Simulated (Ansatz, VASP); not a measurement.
One calculation of AlSn4, two programs

Contents of INCAR:

```
PREC = Accurate
ENCUT = 600
EDIFF = 1E-7
ISMEAR = 0
SIGMA = 0.1
LREAL = F
LASPH = T
NELM = 100
ALGO = Normal
ISIF = 3
LWAVE = F
LCHARG = F
GGA = PE
IBRION = 2
NSW = 90
EDIFFG = -0.04
```

KPOINTS

```
regular mesh
0
Gamma
  4 4 4
```

Contents of POSCAR:

```
AlSn4
1.0
    5.3942689700      0.0000000000      0.0000000000
    0.0000000000      5.3942689700      0.0000000000
    0.0000000000      0.0000000000      5.3942689700
Al Sn
1 4
Direct
    0.0000000000      0.0000000000      0.0000000000
    0.2437810800      0.7562189200      0.7562189200
    0.7562189200      0.2437810800      0.7562189200
    0.7562189200      0.7562189200      0.2437810800
    0.2437810800      0.2437810800      0.2437810800
```

Input for Ansatz:

```yaml
crystal:
  lattice:
    - [5.39426897, 0.0, 0.0]
    - [0.0, 5.39426897, 0.0]
    - [0.0, 0.0, 5.39426897]
  atoms:
    - { symbol: Al, position: [0.0, 0.0, 0.0] }
    - { symbol: Sn, position: [0.24378108, 0.75621892, 0.75621892] }
    - { symbol: Sn, position: [0.75621892, 0.24378108, 0.75621892] }
    - { symbol: Sn, position: [0.75621892, 0.75621892, 0.24378108] }
    - { symbol: Sn, position: [0.24378108, 0.24378108, 0.24378108] }
basis:
  ecutwfc: 420
kpoints:
  mp_grid: { grid: [4, 4, 4] }
hamiltonian:
  xc: pbe
scf:
  occupations: { method: gaussian, width: 0.1 }
  lower_state_search: "off"
output:
  forces: true
  stress: true
  eigenvalues: true
relax:
  adjacent_minimum: "off"
  f_tol: 0.04
  max_steps: 70
  cell: { stress_tol: 0.4 }
```

Change from the starting cell: species swapped into the SnI4 type (P-43m, No. 215).

Alike in both runs: task relaxation of cell and atoms; functional PBE; k mesh 4 × 4 × 4; occupations gaussian, width 0.1 eV; no spin polarisation.

|  | VASP | Ansatz |
| --- | --- | --- |
| version | VASP 6.6.1 | Ansatz 0.2.0 |
| potentials or method | VASP PAW PBE potentials, release 64 (Al, Sn_d), cutoff 600 eV | scalar-relativistic, plane waves, PAW |
| valence electrons in the cell | 59 | 59 |

Ansatz gave:

```
gap on the k mesh at the Fermi level, each at its own relaxed structure (eV) : none
relaxed volume (Å³/atom)                                                     : 30.11
relaxed cell length with the largest relative difference (Å)                 : 5.320
```

What did VASP give for the same quantities?

gap on the k mesh at the Fermi level, each at its own relaxed structure (eV): none; relaxed volume (Å³/atom): 30.16; relaxed cell length with the largest relative difference (Å): 5.323.

A gap of «none» marks a metal or a gap that the smearing closes.
